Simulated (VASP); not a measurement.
# AlSi62 (a cell with a defect) in VASP: notebook

AlSi62 (a cell with a defect) is run at these levels: PBE+D3(BJ); tasks: single point.

All numbers are computed with VASP 6.6.1; they aren't measurements. Logs are shortened: lines on timing, memory, paths and dates and some standing lists are left out, and cuts for length are marked.

**1. The cell of the first run**

The cell holds a defect, 63 atoms: a = 10.860 Å, b = 10.860 Å, c = 10.860 Å, α = 90.00°, β = 90.00°, γ = 90.00°.

**2. Single point, PBE+D3(BJ)**

File INCAR:

```
PREC     = Accurate       # precision mode
ENCUT    = 520            # plane-wave cutoff, eV
EDIFF    = 1E-6           # SCF threshold, eV
ISMEAR   = 0              # smearing method
SIGMA    = 0.05           # smearing width, eV
LREAL    = Auto         
LASPH    = True           # aspherical terms in the spheres
NELM     = 80             # most SCF steps
ALGO     = Normal         # electronic algorithm
ISIF     = 2              # what is computed and relaxed
LWAVE    = False          # write WAVECAR
LCHARG   = False          # write CHGCAR
GGA      = PE             # functional
IVDW     = 12             # dispersion correction
NBANDS   = 162            # bands
NELECT   = 252.0
```

File KPOINTS:

```
Automatic mesh
0
Gamma
  1 1 1
```

File POSCAR:

```
AlSi62
1.0
   10.8600000000      0.0000000000      0.0000000000
    0.0000000000     10.8600000000      0.0000000000
    0.0000000000      0.0000000000     10.8600000000
Si Al
62 1
Direct
    0.4927537955     -0.0070310955      0.0044386755
    0.6234213990      0.1237805216      0.1244990542
    0.7508887492      0.2510569999      0.0004552768
    0.8809839879      0.3813007997      0.1216419092
    0.7481696296      0.0014649352      0.2512847002
    0.8756548455      0.1272198921      0.3742114317
   -0.0017895462      0.0001157745      0.0013848624
    0.1245815322      0.1251747660      0.1253396174
    0.2494204221      0.2498622905      0.0004552933
    0.3764450907      0.3731179725      0.1263637967
    0.4999315315      0.4983949087      0.0012915837
    0.6248068420      0.6248974342      0.1252938645
    0.7497002252      0.7495613979      0.0004550485
    0.8728553720      0.8766518690      0.1263919213
    0.2485916150      0.0003976482      0.2518229750
    0.3757236918      0.1247053044      0.3765886128
    0.5012954569      0.2485256914      0.2513975582
    0.6271502349      0.3758651433      0.3743620503
    0.7526427197      0.5015559210      0.2485963334
    0.8809280719      0.6284886714      0.3689609428
    0.4980813807     -0.0017345886      0.5034721335
    0.6243837152      0.1246788863      0.6254532420
    0.7498037363      0.2498733049      0.5001068298
    0.8754766823      0.3757620150      0.6228723040
    0.7463377091     -0.0017033096      0.7518405343
    0.8733252091      0.1245431227      0.8742350094
    0.0092536159      0.5094362302     -0.0043024426
    0.3623477264      0.8627195015      0.1270136899
    0.0012908787      0.2530160622      0.2486449265
    0.1283200575      0.3811974940      0.3690054075
    0.2541956232      0.5093366546      0.2406824372
    0.3765692692      0.6237547038      0.3767979196
    0.5001171455      0.7490187511      0.2517631273
    0.6245642622      0.8759257377      0.3767172052
   -0.0014870579      0.0013640581      0.5017354069
    0.1253052179      0.1238013546      0.6263375004
    0.2496012801      0.2510866367      0.4991750627
    0.3756374327      0.3736131745      0.6255427884
    0.5012277617      0.4987550106      0.5016936825
    0.6233206977      0.6257627215      0.6264407126
    0.7509048124      0.7496896269      0.4992325316
    0.8732946272      0.8758911597      0.6256266232
    0.2455410035     -0.0069228501      0.7569408396
    0.3724953547      0.1212594046      0.8774115802
    0.4981691062      0.2467862897      0.7518129908
    0.6244484758      0.3736068257      0.8743262928
    0.7481116640      0.4988233138      0.7485864260
    0.8729823257      0.6237287559      0.8733212869
    0.0091693704      0.7545587005      0.2407861704
    0.1235679872      0.8767578796      0.3770013525
    0.0011950357      0.5014086709      0.4972581519
    0.1245870074      0.6248375974      0.6249307437
    0.2494159538      0.7495619885      0.5000806212
    0.3723414018      0.8725746297      0.6287597653
   -0.0014539010      0.2484592279      0.7487231885
    0.1235804393      0.3731603974      0.8734227527
    0.2486104068      0.4983974528      0.7497808991
    0.3624036670      0.6231463759      0.8872966565
    0.4926342125      0.7457593249      0.7572088523
    0.6209984579      0.8726136217      0.8775815173
   -0.0016799073      0.7488880691      0.7499233012
    0.1231141149      0.8629261482      0.8871885464
    0.1633638743      0.6636692214      0.0866016248
```

Potentials or basis: VASP PAW PBE potentials, release 64 (Si, Al).

Launch:

```console
> cat potpaw_PBE.64/Si/POTCAR potpaw_PBE.64/Al/POTCAR > POTCAR
> mpirun -np 1 vasp_gam > vasp.out
```

OUTCAR:

```text
PREC = Accurate
   ENCUT = 520
   EDIFF = 1E-6
   ISMEAR = 0
   LREAL = Auto
   LASPH = True
   NELM = 80
   ISIF = 2
   GGA = PE
   IVDW = 12
   NELECT = 252.0
 IVDW          = 12

 ion  position               nearest neighbor table
   1  0.493  0.993  0.004-  60 2.36  44 2.36   2 2.39  28 2.40
   2  0.623  0.124  0.124-  17 2.34   5 2.34   3 2.38   1 2.39
   3  0.751  0.251  0.000-  46 2.35  26 2.35   2 2.38   4 2.39
   4  0.881  0.381  0.122-  19 2.36  29 2.36   3 2.39  27 2.40
   5  0.748  0.001  0.251-   2 2.34  14 2.35  34 2.35   6 2.36
   6  0.876  0.127  0.374-  23 2.35   5 2.36  35 2.36  29 2.36
[... 54 lines left out ...]
  61  0.998  0.749  0.750-  48 2.34  52 2.35  42 2.36  62 2.36
  62  0.123  0.863  0.887-  61 2.36   7 2.37  43 2.40  63 3.09
  63  0.163  0.664  0.087-  27 2.57  49 2.57  31 2.57  28 3.09  58 3.09  62 3.09

  LATTYP: Found a simple cubic cell.
 ALAT       =    10.8600000000

  Lattice vectors:

 A1 = (  10.8600000000,   0.0000000000,   0.0000000000)
 A2 = (   0.0000000000,  10.8600000000,   0.0000000000)
 A3 = (   0.0000000000,   0.0000000000,  10.8600000000)

Analysis of symmetry for initial positions (statically):
=====================================================================
 Subroutine PRICEL returns:
 Original cell was already a primitive cell.

 Routine SETGRP: Setting up the symmetry group for a
 simple cubic supercell.

 Subroutine GETGRP returns: Found  1 space group operations
 (whereof  1 operations were pure point group operations)
 out of a pool of 48 trial point group operations.

The static configuration has the point symmetry C_1 .

Analysis of symmetry for dynamics (positions and initial velocities):
=====================================================================
 Subroutine PRICEL returns:
 Original cell was already a primitive cell.

 Routine SETGRP: Setting up the symmetry group for a
 simple cubic supercell.

 Subroutine GETGRP returns: Found  1 space group operations
 (whereof  1 operations were pure point group operations)
 out of a pool of 48 trial point group operations.

The dynamic configuration has the point symmetry C_1 .

 Subroutine INISYM returns: Found  1 space group operations
 (whereof  1 operations are pure point group operations),
 and found     1 'primitive' translations

----------------------------------------------------------------------------------------

                                     Primitive cell

  volume of cell :    1280.8241

  direct lattice vectors                    reciprocal lattice vectors
    10.860000000  0.000000000  0.000000000     0.092081031  0.000000000  0.000000000
     0.000000000 10.860000000  0.000000000     0.000000000  0.092081031  0.000000000
     0.000000000  0.000000000 10.860000000     0.000000000  0.000000000  0.092081031

  length of vectors
    10.860000000 10.860000000 10.860000000     0.092081031  0.092081031  0.092081031

  position of ions in fractional coordinates (direct lattice)
     0.492753796  0.992968905  0.004438675
     0.623421399  0.123780522  0.124499054
     0.750888749  0.251057000  0.000455277
     0.880983988  0.381300800  0.121641909
     0.748169630  0.001464935  0.251284700
     0.875654846  0.127219892  0.374211432
[... 55 lines left out ...]
     0.123114115  0.862926148  0.887188546
     0.163363874  0.663669221  0.086601625

  ion indices of the primitive-cell ions
   primitive index   ion index
                 1           1
                 2           2
                 3           3
                 4           4
                 5           5
                 6           6
[... 55 lines left out ...]
                62          62
                63          63

----------------------------------------------------------------------------------------

 KPOINTS: Automatic mesh

Automatic generation of k-mesh.
 Grid dimensions read from file:
 generate k-points for:    1    1    1

 Generating k-lattice:

  Cartesian coordinates                     Fractional coordinates (reciprocal lattice)
     0.092081031  0.000000000  0.000000000     1.000000000  0.000000000  0.000000000
     0.000000000  0.092081031  0.000000000     0.000000000  1.000000000  0.000000000
     0.000000000  0.000000000  0.092081031     0.000000000  0.000000000  1.000000000

  Length of vectors
     0.092081031  0.092081031  0.092081031

  Shift w.r.t. Gamma in fractional coordinates (k-lattice)
     0.000000000  0.000000000  0.000000000

 Subroutine IBZKPT returns following result:
 ===========================================

 Found      1 irreducible k-points:

 Following reciprocal coordinates:
            Coordinates               Weight
  0.000000  0.000000  0.000000      1.000000
   k-points           NKPTS =      1   k-points in BZ     NKDIM =      1   number of bands    NBANDS=    162
   number of dos      NEDOS =    301   number of ions     NIONS =     63
   total plane-waves  NPLWV = 592704
   dimension x,y,z NGX =    84 NGY =   84 NGZ =   84
   dimension x,y,z NGXF=   168 NGYF=  168 NGZF=  168
   ions per type =              62   1
   NGX,Y,Z   is equivalent  to a cutoff of  12.86, 12.86, 12.86 a.u.
   NGXF,Y,Z  is equivalent  to a cutoff of  25.72, 25.72, 25.72 a.u.
 SYSTEM =  unknown system
   PREC   = accura    normal or accurate (medium, high low for compatibility)
   ISTART =      0    job   : 0-new  1-cont  2-samecut
   ICHARG =      2    charge: 1-file 2-atom 10-const
   ISPIN  =      1    spin polarized calculation?
   LNONCOLLINEAR =      F non collinear calculations
   LSORBIT =      F    spin-orbit coupling
   LASPH  =      T    aspherical Exc in radial PAW
   ENCUT  =  520.0 eV  38.22 Ry    6.18 a.u.  20.19 20.19 20.19*2*pi/ulx,y,z
   NELM   =     80;   NELMIN=  2; NELMDL= -5     # of ELM steps
   EDIFF  = 0.1E-05   stopping-criterion for ELM
   LREAL  =      T    real-space projection
   EDIFFG = 0.1E-04   stopping-criterion for IOM
   NSW    =      0    number of steps for IOM
   IBRION =     -1    ionic relax: 0-MD 1-quasi-New 2-CG
   NFREE  =      0    steps in history (QN), initial steepest desc. (CG)
   ISIF   =      2    stress and relaxation
   ISYM   =      2    0-nonsym 1-usesym 2-fastsym
   POTIM  = 0.5000    time-step for ionic-motion
   TEBEG  =    0.0;   TEEND  =   0.0 temperature during run
   PSTRESS=    0.0 pullay stress
   NELECT =     252.0000    total number of electrons
   NUPDOWN=      -1.0000    fix difference up-down
   EMIN   =  10.00;   EMAX   =-10.00  energy-range for DOS
   EFERMI =   0.00;   METHOD = LEGACY
   ISMEAR =     0;   SIGMA  =   0.05  broadening in eV -4-tet -1-fermi 0-gaus
   EFERMI_NEDOS =   21; number of points for ismear=-14 and -15
   IALGO  =     38    algorithm
   IMIX   =      4    mixing-type and parameters
     AMIX     =   0.40;   BMIX     =  1.00
     AMIX_MAG =   1.60;   BMIX_MAG =  1.00
  volume/ion in A,a.u.               =      20.33       137.20
  Fermi-wavevector in a.u.,A,eV,Ry     =   0.952164  1.799329 12.335269  0.906617
  Thomas-Fermi vector in A             =   2.080702
   LORBIT       =      0    0 simple, 1 ext, 2 COOP (PROOUT), +10 PAW based schemes
   GGA     = PE    functional components
   LHFCALC =     F    Hartree Fock is set to
   AEXX    =    0.0000 exact exchange contribution
   IVDW    =    12    specifies the selected vdW correction
   LEPSILON=     F    determine dielectric tensor
   LRPA    =     F    only Hartree local field effects (RPA)
 non-spin polarized calculation
 Gauss-broadening in eV      SIGMA  =   0.05
  energy-cutoff  :      520.00
  volume of cell :     1280.82
 maximum number of plane-waves:     17229
 NGX is ok and might be reduce to    84
   NGX = 41   NGY = 41   NGZ = 41

 number of electron     251.9999994 magnetization

 Free energy of the ion-electron system (eV)
  ---------------------------------------------------
  ext. energy  EPLUGINS =         0.00000000
  ---------------------------------------------------
  free energy    TOTEN  =      -324.79061989 eV

  energy without entropy =     -324.73422559  energy(sigma->0) =     -324.76242274

 E-fermi :   6.2501     XC(G=0):  -9.3547

 val. band max:        6.2490306103   @ k =   0.0000   0.0000   0.0000
 cond. band min:       6.2512220657   @ k =   0.0000   0.0000   0.0000
 fundamental gap:      0.0021914553
 Fermi energy:         6.2501260133

 k-point     1 :       0.0000    0.0000    0.0000
  band No.  band energies     occupation
      1      -6.1962      2.00000
      2      -5.1538      2.00000
      3      -5.1532      2.00000
      4      -5.1468      2.00000
      5      -5.1454      2.00000
      6      -5.0844      2.00000
[... 130 lines left out ...]
    137       6.9077      0.00000
    138       6.9084      0.00000
 [bands above 138 left out]

------------------------ aborting loop because EDIFF is reached ----------------------------------------

 Edisp (eV)  -19.74891

 E6    (eV) :   -11.5512

 E8    (eV) :    -8.1977

  FORCE on cell =-STRESS in cart. coord.  units (eV):
  Direction    XX          YY          ZZ          XY          YZ          ZX
  --------------------------------------------------------------------------------------
  -------------------------------------------------------------------------------------
  Total       3.94903     4.01850     4.05278    -5.44984     5.51785     5.41671
  in kB       4.93982     5.02672     5.06960    -6.81718     6.90225     6.77574
  external pressure =        5.01 kB  Pullay stress =        0.00 kB

 VOLUME and BASIS-vectors are now :
 -----------------------------------------------------------------------------
  energy-cutoff  :      520.00
  volume of cell :     1280.82
      direct lattice vectors                 reciprocal lattice vectors
    10.860000000  0.000000000  0.000000000     0.092081031  0.000000000  0.000000000
     0.000000000 10.860000000  0.000000000     0.000000000  0.092081031  0.000000000
     0.000000000  0.000000000 10.860000000     0.000000000  0.000000000  0.092081031

 POSITION                                       TOTAL-FORCE (eV/Angst)
 -----------------------------------------------------------------------------------
      5.35131     10.78364      0.04820        -0.008621     -0.001861     -0.002938
      6.77036      1.34426      1.35206        -0.001799     -0.004063     -0.002288
      8.15465      2.72648      0.00494         0.000381     -0.004987      0.001215
      9.56749      4.14093      1.32103         0.003082      0.000413     -0.003822
      8.12512      0.01591      2.72895         0.004563      0.003063      0.001109
      9.50961      1.38161      4.06394        -0.003757      0.003605      0.004149
[... 55 lines left out ...]
      1.33702      9.37138      9.63487        -0.006695     -0.001420      0.008682
      1.77413      7.20745      0.94049         0.001137      0.000778      0.001281
 -----------------------------------------------------------------------------------
    total drift:                                0.007502      0.002242     -0.003982

  FREE ENERGIE OF THE ION-ELECTRON SYSTEM (eV)
  ---------------------------------------------------
  free  energy   TOTEN  =      -344.5395316297 eV

  energy  without entropy=     -344.4831373313  energy(sigma->0) =     -344.51133448
```

It took 15 min on 1 thread of Intel Xeon 8259CL, shared host; peak memory 0.98 GiB.

What came out:

* Free energy: -344.5395 eV
* Largest force: 0.012 eV/Å
* Dispersion energy per atom: -0.313 eV

Forces on the atoms (eV/Å):
```
Si  -0.009 -0.002 -0.003
Si  -0.002 -0.004 -0.002
Si   0.000 -0.005  0.001
Si   0.003  0.000 -0.004
Si   0.005  0.003  0.001
Si  -0.004  0.004  0.004
Si   0.003  0.003 -0.005
Si   0.002 -0.002 -0.006
Si   0.001 -0.002 -0.002
Si   0.000 -0.002  0.000
Si   0.002  0.004  0.001
Si   0.003 -0.001 -0.006
Si   0.001 -0.002  0.000
Si  -0.001  0.000 -0.002
Si   0.003 -0.004 -0.005
Si   0.001 -0.002  0.005
Si  -0.002  0.005  0.000
Si   0.002 -0.005  0.001
Si   0.001  0.002  0.002
Si   0.009  0.006 -0.005
Si   0.000  0.001  0.000
Si   0.001 -0.001 -0.001
Si  -0.004 -0.002  0.001
Si   0.001 -0.002 -0.002
Si   0.000 -0.001  0.004
Si  -0.001  0.001  0.000
Si  -0.002  0.004 -0.006
Si  -0.001  0.002  0.005
Si  -0.001  0.000  0.002
Si   0.002  0.004 -0.003
Si   0.004  0.006  0.002
Si  -0.001 -0.003  0.007
Si  -0.002 -0.001 -0.003
Si  -0.003  0.003 -0.001
Si   0.002  0.005 -0.006
Si   0.000 -0.003  0.003
Si  -0.005 -0.006 -0.004
Si   0.009 -0.005 -0.001
Si  -0.001  0.005 -0.006
Si   0.000 -0.005  0.002
Si  -0.004 -0.004 -0.001
Si   0.000  0.004  0.001
Si   0.007  0.004  0.003
Si  -0.005  0.007  0.003
Si  -0.004 -0.004  0.006
Si   0.000 -0.003 -0.006
Si   0.004  0.003  0.004
Si  -0.002 -0.001  0.002
Si   0.000 -0.005 -0.002
Si  -0.001  0.001  0.003
Si  -0.001  0.001 -0.003
Si   0.004  0.000 -0.001
Si   0.000 -0.002  0.000
Si  -0.001 -0.002 -0.004
Si  -0.002  0.004  0.002
Si  -0.002 -0.002  0.001
Si  -0.007  0.004  0.004
Si  -0.002 -0.003  0.008
Si   0.002  0.011 -0.001
Si   0.006 -0.005  0.000
Si   0.000 -0.003  0.001
Si  -0.007 -0.001  0.009
Al   0.001  0.001  0.001
```

Levels at points of the mesh, in eV from the Fermi level:
```
           k point  band 123  band 124  band 125  band 126  band 127  band 128  band 129  band 130
(0.00, 0.00, 0.00)     -0.89     -0.88     -0.71      0.00      0.00      0.16      0.16      0.23
```

Caveat: the k points lie up to 0.58 Å⁻¹ apart; the cell carries a net charge on a neutralising background, which shifts energy and pressure; the cell is charged against a uniform background, so pressure and absolute levels hang on convention.

[end of part 1 of 3]
